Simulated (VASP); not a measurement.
Runs of VASP 6.6.1 on MgS (Niningerite). It takes space group Fm-3m (No. 225, cubic). Conventional cell: a = 5.203 Å, b = 5.203 Å, c = 5.203 Å, α = 90.00°, β = 90.00°, γ = 90.00°. Within 3.4 Å of Mg (site symmetry m-3m) lie 6 S at 2.60 Å. S (site symmetry m-3m) has 6 Mg at 2.60 Å within 3.4 Å. 

```tsv
task	level	potentials or basis	cutoff (eV)	grid for exact exchange (PRECFOCK)	share of exact exchange	screening parameter	GW scheme	GW iterations	gap on the mesh (eV)	pressure (GPa)
single point	PBE-based screened hybrid	VASP PAW PBE potentials, release 64 (Mg, S)	520	Normal	1	0.5 1/Å	-	-	4.67	-3.1
single point	PBE-based screened hybrid	VASP PAW PBE potentials, release 64 (Mg, S)	520	Normal	0.4	0.3 1/Å	-	-	4.01	-1.1
single point	PBE-based global hybrid	VASP PAW PBE potentials, release 64 (Mg, S)	520	Normal	1	-	-	-	10.09	-5.2
single point	PBE-based screened hybrid	VASP PAW PBE potentials, release 64 (Mg, S)	520	Normal	0.2	0.5 1/Å	-	-	(b)	(c)
single point	HSE06	VASP PAW PBE potentials, release 64 (Mg, S)	520	Normal	-	0.2079 1/Å	-	-	(a)	-0.4
```

Alike in all rows: no spin polarisation; cell as given; k mesh 4 × 4 × 4; smearing gaussian 0.01 eV.

Q: Fill in the values left out.

A: (a) 3.75; (b) 3.12; (c) 0.4.

Caveats: all runs use coarse meshes; the PAW data sets were made with another functional, which shifts forces and pressure a little.

A k mesh can miss the band edges.
